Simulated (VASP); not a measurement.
Wanted: the native input for a VASP 6.6.1 run.

| Property | Result |
| --- | --- |
| Task | single point |
| Functional | BHLYP |
| Potentials or basis | VASP PAW PBE potentials, release 64 (As, Ga_d) |
| Cutoff | 520 eV |
| k mesh | 4 × 4 × 4 |
| Occupations | fermi-dirac, width 0.05 eV |
| Spin | no spin polarisation |
| Dipole correction | no |
| Grid for exact exchange (PRECFOCK) | Normal |
| Further INCAR settings | ALGO = Normal; EDIFF = 1e-06; NBANDS = 16 |
| Share of exact exchange | 0.5 |

GaAs:

```xyz
2
Lattice="0.0000 2.7886 2.7886 2.7886 0.0000 2.7886 2.7886 2.7886 0.0000" Properties=species:S:1:pos:R:3 pbc="T T T"
As    4.1830    4.1830    4.1830
Ga    0.0000    0.0000    0.0000
```

These files were run (other wordings do the same):

POSCAR

```
GaAs
1.0
    0.0000000000      2.7886446409      2.7886446409
    2.7886446409      0.0000000000      2.7886446409
    2.7886446409      2.7886446409      0.0000000000
As Ga
1 1
Direct
    0.7500000000      0.7500000000      0.7500000000
    0.0000000000      0.0000000000      0.0000000000
```

INCAR.step1

```
SYSTEM = GaAs
ALGO = Normal
EDIFF = 1E-5
ENCUT = 520
GGA = PE
ISIF = 2
ISMEAR = -1
LASPH = .True.
LCHARG = .False.
LREAL = .False.
LWAVE = .True.
NBANDS = 16
NELM = 100
PREC = Accurate
SIGMA = 0.05
```

INCAR.step2

```
SYSTEM = GaAs
AEXX = 0.5
AGGAC = 1.0
AGGAX = 0.5
ALDAC = 0.0
ALDAX = 0.5
ALGO = Normal
EDIFF = 1E-6
ENCUT = 520
GGA = B5
ISIF = 2
ISMEAR = -1
ISTART = 1
LASPH = .True.
LCHARG = .False.
LHFCALC = .True.
LREAL = .False.
LWAVE = .False.
NBANDS = 16
NELM = 100
PREC = Accurate
PRECFOCK = Normal
SIGMA = 0.05
```

KPOINTS

```
k-points
0
Gamma
  4 4 4
  0 0 0
```

Potentials or basis: VASP PAW PBE potentials, release 64 (As, Ga_d).

Command:

```console
$ cat potpaw_PBE.64/As/POTCAR potpaw_PBE.64/Ga_d/POTCAR > POTCAR
$ cp INCAR.step1 INCAR
$ mpirun -np 1 vasp_std > vasp.out
$ cp INCAR.step2 INCAR
$ mpirun -np 1 vasp_std > vasp.out
```

It gave:

```yaml
Pressure: 5.6 GPa
Band_gap_on_the_k_mesh: 4.26 eV
```

Caveat: the k points lie up to 0.49 Å⁻¹ apart; the PAW data sets were made with another functional, which shifts forces and pressure a little.

It took 6.7 min on 1 thread of Intel(R) Xeon(R) Platinum 8375C CPU @ 2.90GHz (Ice Lake) (shared host), peak memory 0.19 GiB.
